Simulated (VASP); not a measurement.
# Si2Ni (Fm-3m) in VASP: further runs

Runs on Si2Ni. Level: PBE. Tasks: single point.

Everything below comes from runs of VASP 6.6.1. Logs are shortened: lines on timing, memory, paths and dates and some standing lists are left out, and cuts for length are marked.

### 1 The cell of the first run

It takes space group Fm-3m (No. 225, cubic). Conventional cell: a = 5.406 Å, b = 5.406 Å, c = 5.406 Å, α = 90.00°, β = 90.00°, γ = 90.00°. Ni (site symmetry m-3m) has 8 Si at 2.34 Å within 3.1 Å. Within 3.1 Å of Si (site symmetry -43m) lie 4 Ni at 2.34 Å and 6 Si at 2.70 Å.

### 2 Single point, PBE, collinear spin, ferromagnetic start

INCAR

```
SYSTEM = Si2Ni
PREC     = Accurate       ! precision mode
ENCUT    = 520            ! plane-wave cutoff, eV
EDIFF    = 1E-6           ! SCF threshold, eV
ISMEAR   = -1             ! smearing method
SIGMA    = 0.05           ! smearing width, eV
LREAL    = .False.        ! projectors in reciprocal space
LASPH    = .True.         ! aspherical terms in the spheres
NELM     = 150            ! most SCF steps
ALGO     = Normal         ! electronic algorithm
ISIF     = 2              ! what is computed and relaxed
LWAVE    = .False.        ! write WAVECAR
LCHARG   = .False.        ! write CHGCAR
ISPIN    = 2              ! spin polarisation
MAGMOM   = 1.2 0 0        ! initial moments
LORBIT   = 11             ! projections on sites
NUPDOWN  = 1.2            ! fixed moment
LMAXMIX  = 4              ! l up to which the mixer works
GGA      = PE             ! functional
NBANDS   = 20             ! bands
```

KPOINTS

```
regular mesh
0
Gamma
  7 7 7
  0 0 0
```

POSCAR

```
Si2Ni
1.0
    0.0000000000      2.7030000000      2.7030000000
    2.7030000000      0.0000000000      2.7030000000
    2.7030000000      2.7030000000      0.0000000000
Ni Si
1 2
Direct
    0.0000000000      0.0000000000      0.0000000000
    0.7500000000      0.7500000000      0.7500000000
    0.2500000000      0.2500000000      0.2500000000
```

Potentials or basis: VASP PAW PBE potentials, release 64 (Ni, Si).

Run with:

```console
> cat potpaw_PBE.64/Ni/POTCAR potpaw_PBE.64/Si/POTCAR > POTCAR
> mpirun -np 1 vasp_std > vasp.out
```

OUTCAR:

```text
SYSTEM = Si2Ni
   PREC = Accurate
   ENCUT = 520
   EDIFF = 1E-6
   ISMEAR = -1
   LREAL = .False.
   LASPH = .True.
   NELM = 150
   ISIF = 2
   ISPIN = 2
   LORBIT = 11
   NUPDOWN = 1.2
   GGA = PE

 ion  position               nearest neighbor table
   1  0.000  0.000  0.000-   2 2.34   2 2.34   3 2.34   3 2.34   2 2.34   2 2.34   3 2.34   3 2.34

   2  0.750  0.750  0.750-   1 2.34   1 2.34   1 2.34   1 2.34   3 2.70   3 2.70   3 2.70   3 2.70
                             3 2.70   3 2.70
   3  0.250  0.250  0.250-   1 2.34   1 2.34   1 2.34   1 2.34   2 2.70   2 2.70   2 2.70   2 2.70
                             2 2.70   2 2.70

  LATTYP: Found a face centered cubic cell.
 ALAT       =     5.4060000000

  Lattice vectors:

 A1 = (   0.0000000000,   2.7030000000,   2.7030000000)
 A2 = (   2.7030000000,   0.0000000000,   2.7030000000)
 A3 = (   2.7030000000,   2.7030000000,   0.0000000000)

Analysis of symmetry for initial positions (statically):
=====================================================================
 Subroutine PRICEL returns:
 Original cell was already a primitive cell.

 Routine SETGRP: Setting up the symmetry group for a
 face centered cubic supercell.

 Subroutine GETGRP returns: Found 48 space group operations
 (whereof 48 operations were pure point group operations)
 out of a pool of 48 trial point group operations.

The static configuration has the point symmetry O_h .

Analysis of symmetry for dynamics (positions and initial velocities):
=====================================================================
 Subroutine PRICEL returns:
 Original cell was already a primitive cell.

 Routine SETGRP: Setting up the symmetry group for a
 face centered cubic supercell.

 Subroutine GETGRP returns: Found 48 space group operations
 (whereof 48 operations were pure point group operations)
 out of a pool of 48 trial point group operations.

The dynamic configuration has the point symmetry O_h .

Analysis of structural, dynamic, and magnetic symmetry:
=====================================================================
 Subroutine PRICEL returns:
 Original cell was already a primitive cell.

 Routine SETGRP: Setting up the symmetry group for a
 face centered cubic supercell.

 Subroutine GETGRP returns: Found 48 space group operations
 (whereof 48 operations were pure point group operations)
 out of a pool of 48 trial point group operations.

The overall configuration has the point symmetry O_h .

 Subroutine INISYM returns: Found 48 space group operations
 (whereof 48 operations are pure point group operations),
 and found     1 'primitive' translations

----------------------------------------------------------------------------------------

                                     Primitive cell

  volume of cell :      39.4974

  direct lattice vectors                    reciprocal lattice vectors
     0.000000000  2.703000000  2.703000000    -0.184979652  0.184979652  0.184979652
     2.703000000  0.000000000  2.703000000     0.184979652 -0.184979652  0.184979652
     2.703000000  2.703000000  0.000000000     0.184979652  0.184979652 -0.184979652

  length of vectors
     3.822619259  3.822619259  3.822619259     0.320394156  0.320394156  0.320394156

  position of ions in fractional coordinates (direct lattice)
     0.000000000  0.000000000  0.000000000
     0.750000000  0.750000000  0.750000000
     0.250000000  0.250000000  0.250000000

  ion indices of the primitive-cell ions
   primitive index   ion index
                 1           1
                 2           2
                 3           3

----------------------------------------------------------------------------------------

 KPOINTS: regular mesh

Automatic generation of k-mesh.
 Grid dimensions read from file:
 generate k-points for:    7    7    7

 Generating k-lattice:

  Cartesian coordinates                     Fractional coordinates (reciprocal lattice)
    -0.026425665  0.026425665  0.026425665     0.142857143  0.000000000  0.000000000
     0.026425665 -0.026425665  0.026425665     0.000000000  0.142857143  0.000000000
     0.026425665  0.026425665 -0.026425665     0.000000000  0.000000000  0.142857143

  Length of vectors
     0.045770594  0.045770594  0.045770594

  Shift w.r.t. Gamma in fractional coordinates (k-lattice)
     0.000000000  0.000000000  0.000000000

 Subroutine IBZKPT returns following result:
 ===========================================

 Found     20 irreducible k-points:

 Following reciprocal coordinates:
            Coordinates               Weight
  0.000000  0.000000  0.000000      1.000000
  0.142857  0.000000  0.000000      8.000000
  0.285714  0.000000  0.000000      8.000000
  0.428571  0.000000  0.000000      8.000000
  0.142857  0.142857  0.000000      6.000000
  0.285714  0.142857  0.000000     24.000000
[... 12 lines left out ...]
 -0.428571  0.428571  0.142857     24.000000
 -0.285714  0.428571  0.142857     24.000000
   k-points           NKPTS =     20   k-points in BZ     NKDIM =     20   number of bands    NBANDS=     20
   number of dos      NEDOS =    301   number of ions     NIONS =      3
   total plane-waves  NPLWV =  21952
   dimension x,y,z NGX =    28 NGY =   28 NGZ =   28
   dimension x,y,z NGXF=    56 NGYF=   56 NGZF=   56
   ions per type =               1   2
   NGX,Y,Z   is equivalent  to a cutoff of  12.18, 12.18, 12.18 a.u.
   NGXF,Y,Z  is equivalent  to a cutoff of  24.35, 24.35, 24.35 a.u.
 SYSTEM =  Si2Ni
   PREC   = accura    normal or accurate (medium, high low for compatibility)
   ISTART =      0    job   : 0-new  1-cont  2-samecut
   ICHARG =      2    charge: 1-file 2-atom 10-const
   ISPIN  =      2    spin polarized calculation?
   LNONCOLLINEAR =      F non collinear calculations
   LSORBIT =      F    spin-orbit coupling
   LASPH  =      T    aspherical Exc in radial PAW
   ENCUT  =  520.0 eV  38.22 Ry    6.18 a.u.   7.11  7.11  7.11*2*pi/ulx,y,z
   NELM   =    150;   NELMIN=  2; NELMDL= -5     # of ELM steps
   EDIFF  = 0.1E-05   stopping-criterion for ELM
   LREAL  =      F    real-space projection
   EDIFFG = 0.1E-04   stopping-criterion for IOM
   NSW    =      0    number of steps for IOM
   IBRION =     -1    ionic relax: 0-MD 1-quasi-New 2-CG
   NFREE  =      0    steps in history (QN), initial steepest desc. (CG)
   ISIF   =      2    stress and relaxation
   ISYM   =      2    0-nonsym 1-usesym 2-fastsym
   POTIM  = 0.5000    time-step for ionic-motion
   TEBEG  =    0.0;   TEEND  =   0.0 temperature during run
   PSTRESS=    0.0 pullay stress
   NELECT =      18.0000    total number of electrons
   NUPDOWN=       1.2000    fix difference up-down
   EMIN   =  10.00;   EMAX   =-10.00  energy-range for DOS
   EFERMI =   0.00;   METHOD = LEGACY
   ISMEAR =    -1;   SIGMA  =   0.05  broadening in eV -4-tet -1-fermi 0-gaus
   EFERMI_NEDOS =   21; number of points for ismear=-14 and -15
   IALGO  =     38    algorithm
   IMIX   =      4    mixing-type and parameters
     AMIX     =   0.40;   BMIX     =  1.00
     AMIX_MAG =   1.60;   BMIX_MAG =  1.00
  volume/ion in A,a.u.               =      13.17        88.85
  Fermi-wavevector in a.u.,A,eV,Ry     =   1.259823  2.380721 21.594550  1.587155
  Thomas-Fermi vector in A             =   2.393364
   LORBIT       =     11    0 simple, 1 ext, 2 COOP (PROOUT), +10 PAW based schemes
   GGA     = PE    functional components
   LHFCALC =     F    Hartree Fock is set to
   AEXX    =    0.0000 exact exchange contribution
   IVDW    =     0    specifies the selected vdW correction
   LEPSILON=     F    determine dielectric tensor
   LRPA    =     F    only Hartree local field effects (RPA)
 spin polarized calculation
  energy-cutoff  :      520.00
  volume of cell :       39.50
 maximum number of plane-waves:      1073
   NGX = 15   NGY = 15   NGZ = 15

 number of electron      17.9999999 magnetization       1.2000000

 Free energy of the ion-electron system (eV)
  ---------------------------------------------------
  ext. energy  EPLUGINS =         0.00000000
  ---------------------------------------------------
  free energy    TOTEN  =       -16.64095078 eV

  energy without entropy =      -16.63107448  energy(sigma->0) =      -16.63601263

 E-fermi :   8.9807     XC(G=0): -11.5948

 val. band max:       11.1117944807   @ k =  -0.1429   0.1429   0.0000
 cond. band min:       9.0559676393   @ k =  -0.1429   0.1429   0.0000
 fundamental gap:     -2.0558268414
 Fermi energy:        11.1663028154

 spin component 1

 k-point     1 :       0.0000    0.0000    0.0000
  band No.  band energies     occupation
      1      -3.5719      1.00000
      2       4.9849      1.00000
      3       4.9849      1.00000
      4       4.9849      1.00000
      5       6.6958      1.00000
      6       6.6958      1.00000
[... 12 lines left out ...]
     19      19.4126      0.00000
[... 420 lines left out ...]
      3       3.1886      1.00000
      4       4.2461      1.00000
      5       6.2949      1.00000
      6       6.3251      1.00000
[... 12 lines left out ...]
     19      23.6824      0.00000
     20      26.8238      0.00000
 Fermi energy:         8.9807460090

 spin component 2

 k-point     1 :       0.0000    0.0000    0.0000
  band No.  band energies     occupation
      1      -3.2326      1.00000
      2       5.4399      1.00000
      3       5.4399      1.00000
      4       5.4399      1.00000
      5       7.0795      1.00000
      6       7.0795      1.00000
[... 12 lines left out ...]
     19      19.7733      0.00000
[... 421 lines left out ...]
      4       4.5902      1.00000
      5       6.7429      1.00000
      6       6.8398      1.00000
[... 12 lines left out ...]
     19      24.0784      0.00000
     20      27.1737      0.00000

------------------------ aborting loop because EDIFF is reached ----------------------------------------

  FORCE on cell =-STRESS in cart. coord.  units (eV):
  Direction    XX          YY          ZZ          XY          YZ          ZX
  --------------------------------------------------------------------------------------
  -------------------------------------------------------------------------------------
  Total        2.0626473      2.0626473      2.0626473      0.0000000      0.0000000      0.0000000
  in kB       83.6695498     83.6695498     83.6695498      0.0000000      0.0000000      0.0000000
  external PRESSURE =      83.6695498 kB  Pullay stress =       0.0000000 kB

 VOLUME and BASIS-vectors are now :
 -----------------------------------------------------------------------------
  energy-cutoff  :      520.00
  volume of cell :       39.50
      direct lattice vectors                 reciprocal lattice vectors
     0.000000000  2.703000000  2.703000000    -0.184979652  0.184979652  0.184979652
     2.703000000  0.000000000  2.703000000     0.184979652 -0.184979652  0.184979652
     2.703000000  2.703000000  0.000000000     0.184979652  0.184979652 -0.184979652

 POSITION                                       TOTAL-FORCE (eV/Angst)
 -----------------------------------------------------------------------------------
      0.00000      0.00000      0.00000         0.000000     -0.000000      0.000000
      4.05450      4.05450      4.05450        -0.000000     -0.000000     -0.000000
      1.35150      1.35150      1.35150         0.000000      0.000000     -0.000000
 -----------------------------------------------------------------------------------
    total drift:                               -0.000000     -0.000000      0.000000

  FREE ENERGIE OF THE ION-ELECTRON SYSTEM (eV)
  ---------------------------------------------------
  free  energy   TOTEN  =       -16.6409507758 eV

  energy  without entropy=      -16.6310744836  energy(sigma->0) =      -16.63601263

 total charge

# of ion       s       p       d       tot
------------------------------------------
    1        0.563   0.762   8.459   9.784
    2        0.763   0.836   0.000   1.599
    3        0.763   0.836   0.000   1.599
--------------------------------------------------
tot          2.089   2.433   8.459  12.981

 magnetization (x)

# of ion       s       p       d       tot
------------------------------------------
    1        0.005   0.085   0.443   0.533
    2        0.072   0.081   0.000   0.153
    3        0.072   0.081   0.000   0.153
--------------------------------------------------
tot          0.150   0.246   0.443   0.839
```

It took 14 s on 1 thread of Intel Xeon 6975P-C (Granite Rapids), shared host; peak memory 0.18 GiB.

What came out:

```yaml
Free_energy: -16.6410 eV
Pressure: 8.4 GPa
Net_moment: 1.20 μB per cell
Site_moments: Ni +0.53; Si +0.15 μB
Valence_electrons_inside_the_program's_atomic_spheres: Ni 9.78; Si 1.60
```

Caveat: the total moment is fixed, so each spin has its own Fermi level.

### 3 Single point, PBE, collinear spin, ferromagnetic start

INCAR

```
ALGO     = Normal         # electronic algorithm
EDIFF    = 1E-7           # SCF threshold, eV
ENCUT    = 520            # plane-wave cutoff, eV
GGA      = PE             # functional
ISIF     = 2              # what is computed and relaxed
ISMEAR   = -1             # smearing method
ISPIN    = 2              # spin polarisation
LASPH    = True           # aspherical terms in the spheres
LCHARG   = False          # write CHGCAR
LMAXMIX  = 4              # l up to which the mixer works
LORBIT   = 11             # projections on sites
LREAL    = False          # projectors in reciprocal space
LWAVE    = False          # write WAVECAR
MAGMOM   = 1.5 0 0        # initial moments
NBANDS   = 20             # bands
NELM     = 150            # most SCF steps
NUPDOWN  = 1.5            # fixed moment
PREC     = Accurate       # precision mode
SIGMA    = 0.05           # smearing width, eV
```

KPOINTS

```
k-points
0
Gamma
  7 7 7
```

POSCAR is that of step 2.

Potentials or basis: VASP PAW PBE potentials, release 64 (Ni, Si).

Run with:

```console
> cat potpaw_PBE.64/Ni/POTCAR potpaw_PBE.64/Si/POTCAR > POTCAR
> mpirun -np 1 vasp_std > vasp.out
```

Wall time 16 s (1 thread of Intel Xeon 6975P-C (Granite Rapids), shared host); peak memory 0.18 GiB.

It converged, with:

* Free energy: -16.2705 eV
* Pressure: 10.7 GPa
* Net moment: 1.50 μB per cell
* Site moments: Ni +0.64; Si +0.19 μB
* Valence electrons inside the program's atomic spheres: Ni 9.77; Si 1.60

Caveat: the total moment is fixed, so each spin has its own Fermi level.

### 4 Single point, PBE, collinear spin, ferromagnetic start

INCAR

```
SYSTEM = Si2Ni
PREC = Accurate ; ENCUT = 520
EDIFF = 1E-7 ; ISMEAR = -1
SIGMA = 0.05 ; LREAL = .FALSE.
LASPH = .TRUE. ; NELM = 150
ALGO = Normal ; ISIF = 2
LWAVE = .FALSE. ; LCHARG = .FALSE.
ISPIN = 2 ; MAGMOM = 2 0 0
LORBIT = 11 ; NUPDOWN = 2.0
LMAXMIX = 4 ; GGA = PE
NBANDS = 20
```

KPOINTS

```
regular mesh
0
G
  7 7 7
  0 0 0
```

POSCAR is that of step 3.

Run with:

```console
> cat potpaw_PBE.64/Ni/POTCAR potpaw_PBE.64/Si/POTCAR > POTCAR
> mpirun -np 1 vasp_std > vasp.out
```

It took 16 s on 1 thread of Intel Xeon 6975P-C (Granite Rapids), shared host; peak memory 0.18 GiB.

The run converged. Its results:

```yaml
Free_energy: -15.5410 eV
Pressure: 14.9 GPa
Net_moment: 2.00 μB per cell
Site_moments: Ni +0.83; Si +0.26 μB
Valence_electrons_inside_the_program's_atomic_spheres: Ni 9.75; Si 1.61
```

Caveat: the total moment is fixed, so each spin has its own Fermi level.

### 5 Single point, PBE, collinear spin, ferromagnetic start

INCAR

```
SYSTEM = Si2Ni
  ALGO = Normal
  EDIFF = 1E-6
  ENCUT = 520
  GGA = PE
  ISIF = 2
  ISMEAR = -1
  ISPIN = 2
  LASPH = .True.
  LCHARG = .True.
  LELF = .True.
  LMAXMIX = 4
  LORBIT = 11
  LREAL = .False.
  LVHAR = .True.
  LWAVE = .False.
  MAGMOM = 0.49 0 0
  NBANDS = 20
  NELM = 150
  PREC = Accurate
  SIGMA = 0.05
```

KPOINTS

```
k-points
0
Gamma
  9 9 9
  0 0 0
```

POSCAR is that of step 4.

Run with:

```console
> cat potpaw_PBE.64/Ni/POTCAR potpaw_PBE.64/Si/POTCAR > POTCAR
> mpirun -np 1 vasp_std > vasp.out
```

Wall time 24 s (1 thread of Intel Xeon 6975P-C (Granite Rapids), shared host); peak memory 0.19 GiB.

Results (log left out):

* Free energy: -17.3643 eV
* Pressure: 3.7 GPa
* Band gap on the k mesh: zero (filled and empty bands overlap)
* Net moment: 0.00 μB per cell
* Valence electrons inside the program's atomic spheres: Ni 9.81; Si 1.59

Levels at points of the mesh, in eV from the Fermi level:
Spin up:
```
           k point  band 6  band 7  band 8  band 9  band 10  band 11  band 12  band 13
(0.00, 0.00, 0.00)   -3.53   -0.32    1.68    1.68     1.68     2.26     2.26     2.26
```
Spin down:
| k point | band 6 | band 7 | band 8 | band 9 | band 10 | band 11 | band 12 | band 13 |
| --- | --- | --- | --- | --- | --- | --- | --- | --- |
| (0.00, 0.00, 0.00) | -3.53 | -0.32 | 1.68 | 1.68 | 1.68 | 2.26 | 2.26 | 2.26 |

### 6 Summary

```tsv
fixed moment (μB)	k mesh	pressure (GPa)	moment (μB)
1.2	7 × 7 × 7	8.4	1.20
1.5	7 × 7 × 7	10.7	1.50
2.0	7 × 7 × 7	14.9	2.00
-	9 × 9 × 9	3.7	0.00
```

Alike in all rows: task single point; level PBE; potentials or basis VASP PAW PBE potentials, release 64 (Ni, Si); spin collinear, ferromagnetic start; cell as given; cutoff (eV) 520; smearing fermi-dirac 0.05 eV.

Caveats: the total moment is fixed, so each spin has its own Fermi level (some runs).

Absolute energies hang on the potentials; compare differences alone.
